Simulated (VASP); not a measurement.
**AlRu: single point with r2SCAN**

The system is AlRu.

```
Al Ru
1.0
     3.01216    0.00000    0.00000
     0.00000    3.01216    0.00000
     0.00000    0.00000    3.01216
Al Ru
1 1
Direct
  0.00000 0.00000 0.00000
  0.50000 0.50000 0.50000
```

```yaml
Program: VASP 6.6.1
Task: single point
Functional: r2SCAN
Potentials_or_basis: VASP PAW PBE potentials, release 64 (Al, Ru_pv)
Cutoff: 520 eV
k_mesh: 14 × 14 × 14
Occupations: gaussian, width 0.1 eV
Spin: no spin polarisation
```

| Property | Result |
| --- | --- |
| Pressure | -6.0 GPa |
| Band gap on the k mesh | zero (an odd number of electrons rules out a gap without spin polarisation) |

Levels at points of the mesh, in eV from the Fermi level:
| k point | band 7 | band 8 | band 9 | band 10 | band 11 | band 12 |
| --- | --- | --- | --- | --- | --- | --- |
| (0.00, 0.00, 0.00) | 0.16 | 0.16 | 0.16 | 6.41 | 6.41 | 6.41 |
| (0.50, 0.00, 0.00) | -1.65 | -1.65 | 0.42 | 2.43 | 7.75 | 10.34 |
| (0.50, 0.50, 0.00) | -1.47 | -1.21 | -1.21 | 1.67 | 5.51 | 6.54 |
| (0.50, 0.50, 0.50) | 1.76 | 1.76 | 3.06 | 4.27 | 4.27 | 4.27 |

Wall time 2.4 min on 1 thread of Intel Xeon 8259CL, on a shared host, peak memory 0.18 GiB.

Caveat: the cell stands under tension; the PAW data sets were made with another functional, which shifts forces and pressure a little.
